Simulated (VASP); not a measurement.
Crystal: GaSb.

```
Sb Ga
1.0
    -2.75343    2.75343    1.59071
     2.75343   -2.75343    1.59071
     2.75343    2.75343   -1.59071
Sb Ga
1 1
Direct
  0.00000 0.00000 0.00000
  0.75000 0.25000 0.50000
```

```yaml
Program: VASP 6.6.1
Task: relaxation of cell and atoms
Functional: LDA
Potentials_or_basis: VASP PAW LDA potentials, release 64 (Sb, Ga_d)
Cutoff: 600 eV
k_mesh: 10 × 10 × 10
Occupations: fermi-dirac, width 0.05 eV
Spin: no spin polarisation
```

At the start: pressure -4.3 GPa; volume 24.12 Å³/atom.

Q: Where does the relaxation end?

A: Over 11 steps the energy falls by 25.7 meV/atom and the volume is 22.33 Å³/atom (-7.4 %); space group I-4m2 (No. 119, to 0.1 Å) before and after.

The path:
| step | energy change (eV) | largest force (eV/Å) | pressure (GPa) | volume (Å³) |
| --- | --- | --- | --- | --- |
| 1 | 0.0000 | 0.0000 | -4.26 | 48.24 |
| 2 | -0.0478 | 0.0000 | 1.19 | 43.90 |
| 3 | -0.0506 | 0.0000 | 0.00 | 44.67 |
| 4 | -0.0506 | 0.0000 | 0.16 | 44.60 |
| 5 | -0.0511 | 0.0000 | 0.09 | 44.58 |
| 6 | -0.0514 | 0.0000 | 0.09 | 44.56 |
| 7 | -0.0514 | 0.0000 | 0.13 | 44.56 |
| 8 | -0.0514 | 0.0000 | -0.06 | 44.70 |
| 9 | -0.0514 | 0.0000 | 0.04 | 44.65 |
| 10 | -0.0514 | 0.0000 | -0.09 | 44.67 |
| 11 | -0.0514 | 0.0000 | 0.03 | 44.65 |

Final structure:
```
Sb Ga
1.0
    -2.69485    2.69485    1.53720
     2.69485   -2.69485    1.53720
     2.69485    2.69485   -1.53720
Sb Ga
1 1
Direct
  0.00000 0.00000 0.00000
  0.75000 0.25000 0.50000
```
